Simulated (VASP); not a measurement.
# Sn (P6/mmm) in VASP: a series of runs, part 2 of 2

VASP 6.6.1.

## 4. Single point, PBE

The input, INCAR:

```
SYSTEM = Sn
PREC     = Accurate       ! precision mode
ENCUT    = 520            ! plane-wave cutoff, eV
EDIFF    = 1E-6           ! SCF threshold, eV
ISMEAR   = -1             ! smearing method
SIGMA    = 0.1            ! smearing width, eV
LREAL    = .False.        ! projectors in reciprocal space
LASPH    = .True.         ! aspherical terms in the spheres
NELM     = 80             ! most SCF steps
ALGO     = Normal         ! electronic algorithm
ISIF     = 2              ! what is computed and relaxed
LWAVE    = .False.        ! write WAVECAR
LCHARG   = .True.         ! write CHGCAR
GGA      = PE             ! functional
LELF     = .True.         ! ELF
LVHAR    = .True.       
NBANDS   = 28             ! bands
```

The input, KPOINTS:

```
regular mesh
0
Gamma
  7 7 9
  0 0 0
```

The input, POSCAR:

```
Sn
1.0
    5.3061518686      0.0000000000      0.0000000000
   -2.6530759343      4.5952623146      0.0000000000
    0.0000000000      0.0000000000      3.2595179501
Sn
3
Direct
    0.0000000000      0.0000000000      0.0000000000
    0.3333333333      0.6666666667      0.5000000000
    0.6666666667      0.3333333333      0.5000000000
```

Potentials or basis: VASP PAW PBE potentials, release 64 (Sn_d).

Launch:

```sh
> cat potpaw_PBE.64/Sn_d/POTCAR > POTCAR
> mpirun -np 1 vasp_std > vasp.out
```

OUTCAR:

```text
SYSTEM = Sn
   PREC = Accurate
   ENCUT = 520
   EDIFF = 1E-6
   ISMEAR = -1
   LREAL = .False.
   LASPH = .True.
   NELM = 80
   ISIF = 2
   GGA = PE

 ion  position               nearest neighbor table
   1  0.000  0.000  0.000-   2 3.47   3 3.47   2 3.47   3 3.47   3 3.47   3 3.47   2 3.47   2 3.47
                             3 3.47   3 3.47   2 3.47   2 3.47
   2  0.333  0.667  0.500-   3 3.06   3 3.06   3 3.06   1 3.47   1 3.47   1 3.47   1 3.47   1 3.47
                             1 3.47
   3  0.667  0.333  0.500-   2 3.06   2 3.06   2 3.06   1 3.47   1 3.47   1 3.47   1 3.47   1 3.47
                             1 3.47

  LATTYP: Found a hexagonal cell.
[... 942 lines left out ...]
  --------------------------------------------------------------------------------------
  -------------------------------------------------------------------------------------
  Total        1.3299206      1.3299206      1.3366014      0.0000000      0.0000000     -0.0000000
  in kB       26.8097602     26.8097602     26.9444373      0.0000000      0.0000000     -0.0000000
  external PRESSURE =      26.8546525 kB  Pullay stress =       0.0000000 kB

 VOLUME and BASIS-vectors are now :
 -----------------------------------------------------------------------------
  energy-cutoff  :      520.00
  volume of cell :       79.48
      direct lattice vectors                 reciprocal lattice vectors
     5.306151869  0.000000000  0.000000000     0.188460494  0.108807717  0.000000000
    -2.653075934  4.595262315  0.000000000     0.000000000  0.217615433  0.000000000
     0.000000000  0.000000000  3.259517950     0.000000000  0.000000000  0.306793831

 POSITION                                       TOTAL-FORCE (eV/Angst)
 -----------------------------------------------------------------------------------
      0.00000      0.00000      0.00000        -0.000000      0.000000      0.000000
     -0.00000      3.06351      1.62976         0.000000      0.000000      0.000000
      2.65308      1.53175      1.62976        -0.000000     -0.000000      0.000000
 -----------------------------------------------------------------------------------
    total drift:                               -0.000000      0.000000      0.000000

  FREE ENERGIE OF THE ION-ELECTRON SYSTEM (eV)
  ---------------------------------------------------
  free  energy   TOTEN  =       -11.3010999759 eV

  energy  without entropy=      -11.2480772682  energy(sigma->0) =      -11.27458862
```

stdout:

```text
POSCAR found type information on POSCAR Sn
 POSCAR found :  1 types and       3 ions
 scaLAPACK will be used
 LDA part: xc-table for (Slater+PW92), standard interpolation
 POSCAR, INCAR and KPOINTS ok, starting setup
 FFT: planning ... GRIDC
 FFT: planning ... GRID_SOFT
 FFT: planning ... GRID
 WAVECAR not read
 entering main loop
```

It took 46 s on 1 thread of Intel Xeon Platinum 8259CL at 2.50GHz (Skylake/Cascade Lake), shared host; peak memory 0.22 GiB.

What came out:

| Property | Result |
| --- | --- |
| Free energy | -11.3011 eV |
| Pressure | 2.7 GPa |
| Band gap on the k mesh | zero (band 21 reaches 10.50 eV, above the bottom of band 22 at 5.90 eV) |

Levels at points of the mesh, in eV from the Fermi level:
```csv
k point,band 18,band 19,band 20,band 21,band 22,band 23,band 24,band 25
"(0.00, 0.00, 0.00)",-5.22,-2.71,-2.71,-2.58,-2.58,2.80,6.36,8.07
```

Caveat: spin-orbit coupling is left out, which moves the levels of the heavy elements.

## 5. Single point, PBE

The input, INCAR:

```
PREC = Accurate ; ENCUT = 520
EDIFF = 1E-6 ; ISMEAR = -1
SIGMA = 0.1 ; LREAL = F
LASPH = T ; NELM = 100
ALGO = Normal ; ISIF = 2
LWAVE = F ; LCHARG = F
GGA = PE ; NBANDS = 28
```

The input, KPOINTS:

```
regular mesh
0
Gamma
  7 7 9
```

The input, POSCAR:

```
Sn
1.0
    5.3061519821      0.0000000000      0.0000000000
   -2.6530759910      4.5952624128      0.0000000000
    0.0000000000      0.0000000000      3.2595178107
Sn
3
Direct
    0.0000000000      0.0000000000      0.0000000000
    0.3333333333      0.6666666667      0.5000000000
    0.6666666667      0.3333333333      0.5000000000
```

Potentials or basis: VASP PAW PBE potentials, release 64 (Sn_d).

Launch:

```sh
> cat potpaw_PBE.64/Sn_d/POTCAR > POTCAR
> mpirun -np 1 vasp_std > vasp.out
```

OUTCAR:

```text
PREC = Accurate
   ENCUT = 520
   EDIFF = 1E-6
   ISMEAR = -1
   LREAL = F
   LASPH = T
   NELM = 100
   ISIF = 2
   GGA = PE

 ion  position               nearest neighbor table
   1  0.000  0.000  0.000-   2 3.47   3 3.47   2 3.47   3 3.47   2 3.47   2 3.47   3 3.47   3 3.47
                             3 3.47   3 3.47   2 3.47   2 3.47
   2  0.333  0.667  0.500-   3 3.06   3 3.06   3 3.06   1 3.47   1 3.47   1 3.47   1 3.47   1 3.47
                             1 3.47
   3  0.667  0.333  0.500-   2 3.06   2 3.06   2 3.06   1 3.47   1 3.47   1 3.47   1 3.47   1 3.47
                             1 3.47

  LATTYP: Found a hexagonal cell.
 ALAT       =     5.3061519821
 C/A-ratio  =     0.6142903222

  Lattice vectors:

 A1 = (   5.3061519821,   0.0000000000,   0.0000000000)
 A2 = (  -2.6530759910,   4.5952624128,   0.0000000000)
 A3 = (   0.0000000000,   0.0000000000,   3.2595178107)

Analysis of symmetry for initial positions (statically):
=====================================================================
 Subroutine PRICEL returns:
 Original cell was already a primitive cell.

 Routine SETGRP: Setting up the symmetry group for a
[... 168 lines left out ...]
  energy without entropy =      -11.24807725  energy(sigma->0) =      -11.27458861

 E-fermi :   8.4819     XC(G=0): -10.4793

 val. band max:        8.4716466016   @ k =   0.0000   0.0000   0.4444
 cond. band min:       8.5095013078   @ k =   0.4286   0.1429   0.2222
 fundamental gap:      0.0378547062
 Fermi energy:         8.4818800064

 k-point     1 :       0.0000    0.0000    0.0000
  band No.  band energies     occupation
      1     -13.3074      2.00000
      2     -13.2287      2.00000
      3     -13.2287      2.00000
      4     -13.1816      2.00000
      5     -13.1770      2.00000
      6     -13.1770      2.00000
[... 733 lines left out ...]
     27      14.3513      0.00000
     28      16.6432      0.00000

 [... further k-points ...]

------------------------ aborting loop because EDIFF is reached ----------------------------------------

  FORCE on cell =-STRESS in cart. coord.  units (eV):
  Direction    XX          YY          ZZ          XY          YZ          ZX
  --------------------------------------------------------------------------------------
  -------------------------------------------------------------------------------------
  Total        1.3299195      1.3299195      1.3366030      0.0000000     -0.0000000      0.0000000
  in kB       26.8097385     26.8097385     26.9444702      0.0000000     -0.0000000      0.0000000
  external PRESSURE =      26.8546490 kB  Pullay stress =       0.0000000 kB

 VOLUME and BASIS-vectors are now :
 -----------------------------------------------------------------------------
  energy-cutoff  :      520.00
  volume of cell :       79.48
      direct lattice vectors                 reciprocal lattice vectors
     5.306151982  0.000000000  0.000000000     0.188460490  0.108807714  0.000000000
    -2.653075991  4.595262413  0.000000000     0.000000000  0.217615429  0.000000000
     0.000000000  0.000000000  3.259517811     0.000000000  0.000000000  0.306793844

 POSITION                                       TOTAL-FORCE (eV/Angst)
 -----------------------------------------------------------------------------------
      0.00000      0.00000      0.00000         0.000000      0.000000      0.000000
     -0.00000      3.06351      1.62976         0.000000     -0.000000      0.000000
      2.65308      1.53175      1.62976        -0.000000      0.000000      0.000000
 -----------------------------------------------------------------------------------
    total drift:                               -0.000000      0.000000      0.000000

  FREE ENERGIE OF THE ION-ELECTRON SYSTEM (eV)
  ---------------------------------------------------
  free  energy   TOTEN  =       -11.3010999765 eV

  energy  without entropy=      -11.2480772487  energy(sigma->0) =      -11.27458861
```

OSZICAR:

```text
N       E                     dE             d eps       ncg     rms          rms(c)
DAV:   1     0.378641080092E+03    0.37864E+03   -0.21695E+04  2252   0.240E+03
DAV:   2     0.350844962903E+02   -0.34356E+03   -0.33845E+03  2240   0.531E+02
DAV:   3    -0.942007401118E+01   -0.44505E+02   -0.43842E+02  2472   0.174E+02
DAV:   4    -0.112899256450E+02   -0.18699E+01   -0.18606E+01  2568   0.383E+01
DAV:   5    -0.113557692624E+02   -0.65844E-01   -0.65826E-01  3056   0.690E+00    0.256E+00
DAV:   6    -0.113127097403E+02    0.43060E-01   -0.66155E-02  2792   0.618E+00    0.140E+00
DAV:   7    -0.113016379924E+02    0.11072E-01   -0.68209E-02  2708   0.334E+00    0.233E-01
DAV:   8    -0.113010803762E+02    0.55762E-03   -0.74550E-03  2496   0.134E+00    0.109E-01
DAV:   9    -0.113010948212E+02   -0.14445E-04   -0.89296E-04  2700   0.366E-01    0.213E-02
DAV:  10    -0.113010990142E+02   -0.41930E-05   -0.65419E-05  3344   0.669E-02    0.999E-03
DAV:  11    -0.113010999765E+02   -0.96232E-06   -0.53361E-06  2368   0.201E-02
   1 F= -.11301100E+02 E0= -.11274589E+02  d E =-.530227E-01
```

stdout:

```text
POSCAR found type information on POSCAR Sn
 POSCAR found :  1 types and       3 ions
 scaLAPACK will be used
 LDA part: xc-table for (Slater+PW92), standard interpolation
 POSCAR, INCAR and KPOINTS ok, starting setup
 FFT: planning ... GRIDC
 FFT: planning ... GRID_SOFT
 FFT: planning ... GRID
 WAVECAR not read
 entering main loop
```

Wall time 44 s (1 thread of Intel Xeon Platinum 8259CL at 2.50GHz (Skylake/Cascade Lake), shared host); peak memory 0.22 GiB.

What came out:

| Property | Result |
| --- | --- |
| Free energy | -11.3011 eV |
| Pressure | 2.7 GPa |
| Band gap on the k mesh | zero (band 21 reaches 10.50 eV, above the bottom of band 22 at 5.90 eV) |

Caveat: spin-orbit coupling is left out, which moves the levels of the heavy elements.

## 6. Single point, PBE

This run uses another cell than the first one, of 27.89 Å³/atom, 1.053 times its volume.

The input, INCAR:

```
SYSTEM = Sn
PREC = Accurate
ENCUT = 520
EDIFF = 1E-7
ISMEAR = -1
SIGMA = 0.1
LREAL = .FALSE.
LASPH = .TRUE.
NELM = 80
ALGO = Normal
ISIF = 2
LWAVE = .FALSE.
LCHARG = .TRUE.
GGA = PE
LELF = .TRUE.
LVHAR = .TRUE.
NBANDS = 28
```

The input, KPOINTS:

```
regular mesh
0
G
  7 7 9
  0 0 0
```

The input, POSCAR:

```
Sn
1.0
    5.3875038159      0.0000000000      0.0000000000
   -2.6937519079      4.6657151675      0.0000000000
    0.0000000000      0.0000000000      3.3282346825
Sn
3
Direct
    0.0000000000      0.0000000000      0.0000000000
    0.3333333333      0.6666666667      0.5000000000
    0.6666666667      0.3333333333      0.5000000000
```

Potentials or basis: VASP PAW PBE potentials, release 64 (Sn_d).

Launch:

```sh
> cat potpaw_PBE.64/Sn_d/POTCAR > POTCAR
> mpirun -np 1 vasp_std > vasp.out
```

OUTCAR:

```text
SYSTEM = Sn
   PREC = Accurate
   ENCUT = 520
   EDIFF = 1E-7
   ISMEAR = -1
   LREAL = .FALSE.
   LASPH = .TRUE.
   NELM = 80
   ISIF = 2
   GGA = PE

 ion  position               nearest neighbor table
   1  0.000  0.000  0.000-   2 3.53   3 3.53   2 3.53   3 3.53   2 3.53   2 3.53   3 3.53   3 3.53
                             3 3.53   3 3.53   2 3.53   2 3.53
   2  0.333  0.667  0.500-   3 3.11   3 3.11   3 3.11   1 3.53   1 3.53   1 3.53   1 3.53   1 3.53
                             1 3.53
   3  0.667  0.333  0.500-   2 3.11   2 3.11   2 3.11   1 3.53   1 3.53   1 3.53   1 3.53   1 3.53
                             1 3.53

  LATTYP: Found a hexagonal cell.
 ALAT       =     5.3875038159
 C/A-ratio  =     0.6177693411

  Lattice vectors:

 A1 = (   5.3875038159,   0.0000000000,   0.0000000000)
 A2 = (  -2.6937519079,   4.6657151675,   0.0000000000)
 A3 = (   0.0000000000,   0.0000000000,   3.3282346825)

Analysis of symmetry for initial positions (statically):
=====================================================================
 Subroutine PRICEL returns:
 Original cell was already a primitive cell.

 Routine SETGRP: Setting up the symmetry group for a
 hexagonal supercell.
[... 167 lines left out ...]

 E-fermi :   7.8533     XC(G=0): -10.2384

 val. band max:        7.8305688595   @ k =   0.1429   0.0000   0.2222
 cond. band min:       7.8704325907   @ k =   0.1429   0.0000   0.3333
 fundamental gap:      0.0398637312
 Fermi energy:         7.8533474903

 k-point     1 :       0.0000    0.0000    0.0000
  band No.  band energies     occupation
      1     -13.9045      2.00000
      2     -13.8459      2.00000
      3     -13.8459      2.00000
      4     -13.8003      2.00000
      5     -13.8003      2.00000
      6     -13.7579      2.00000
[... 733 lines left out ...]
     27      13.5047      0.00000
     28      15.8403      0.00000

 [... further k-points ...]

------------------------ aborting loop because EDIFF is reached ----------------------------------------

  FORCE on cell =-STRESS in cart. coord.  units (eV):
  Direction    XX          YY          ZZ          XY          YZ          ZX
  --------------------------------------------------------------------------------------
  -------------------------------------------------------------------------------------
  Total       -0.0073014     -0.0073014     -0.0400603     -0.0000000      0.0000000      0.0000000
  in kB       -0.1398286     -0.1398286     -0.7671942     -0.0000000      0.0000000      0.0000000
  external PRESSURE =      -0.3489505 kB  Pullay stress =       0.0000000 kB

 VOLUME and BASIS-vectors are now :
 -----------------------------------------------------------------------------
  energy-cutoff  :      520.00
  volume of cell :       83.66
      direct lattice vectors                 reciprocal lattice vectors
     5.387503816  0.000000000  0.000000000     0.185614718  0.107164707  0.000000000
    -2.693751908  4.665715168  0.000000000     0.000000000  0.214329414  0.000000000
     0.000000000  0.000000000  3.328234683     0.000000000  0.000000000  0.300459582

 POSITION                                       TOTAL-FORCE (eV/Angst)
 -----------------------------------------------------------------------------------
      0.00000      0.00000      0.00000         0.000000      0.000000      0.000000
     -0.00000      3.11048      1.66412         0.000000      0.000000      0.000000
      2.69375      1.55524      1.66412        -0.000000      0.000000      0.000000
 -----------------------------------------------------------------------------------
    total drift:                               -0.000000      0.000000      0.000000

  FREE ENERGIE OF THE ION-ELECTRON SYSTEM (eV)
  ---------------------------------------------------
  free  energy   TOTEN  =       -11.3354448832 eV

  energy  without entropy=      -11.2815847386  energy(sigma->0) =      -11.30851481
```

OSZICAR:

```text
N       E                     dE             d eps       ncg     rms          rms(c)
DAV:   1     0.376650023107E+03    0.37665E+03   -0.21443E+04  2264   0.233E+03
DAV:   2     0.338325759893E+02   -0.34282E+03   -0.33758E+03  2256   0.523E+02
DAV:   3    -0.955484166939E+01   -0.43387E+02   -0.42746E+02  2560   0.171E+02
DAV:   4    -0.113213908664E+02   -0.17665E+01   -0.17590E+01  2524   0.374E+01
DAV:   5    -0.113856626449E+02   -0.64272E-01   -0.64262E-01  3044   0.690E+00    0.233E+00
DAV:   6    -0.113450281683E+02    0.40634E-01   -0.67997E-02  2772   0.626E+00    0.128E+00
DAV:   7    -0.113359667647E+02    0.90614E-02   -0.67345E-02  2608   0.307E+00    0.240E-01
DAV:   8    -0.113354236462E+02    0.54312E-03   -0.60515E-03  2464   0.112E+00    0.107E-01
DAV:   9    -0.113354421561E+02   -0.18510E-04   -0.74732E-04  2780   0.302E-01    0.235E-02
DAV:  10    -0.113354426460E+02   -0.48984E-06   -0.42376E-05  3276   0.840E-02    0.901E-03
DAV:  11    -0.113354449876E+02   -0.23417E-05   -0.79071E-06  2624   0.382E-02    0.204E-03
DAV:  12    -0.113354448205E+02    0.16712E-06   -0.72186E-07  2568   0.911E-03    0.589E-04
DAV:  13    -0.113354448832E+02   -0.62681E-07   -0.62698E-08  1252   0.322E-03
   1 F= -.11335445E+02 E0= -.11308515E+02  d E =-.538601E-01
```

Run time: 66 s. Hardware: 1 thread of Intel Xeon Platinum 8259CL at 2.50GHz (Skylake/Cascade Lake), shared host; peak memory 0.23 GiB.

What came out:

```yaml
Free_energy: -11.3354 eV
Pressure: 0.0 GPa
Band_gap_on_the_k_mesh: zero (band 21 reaches 9.86 eV, above the bottom of band 22 at 5.47 eV)
```

Caveat: spin-orbit coupling is left out, which moves the levels of the heavy elements.
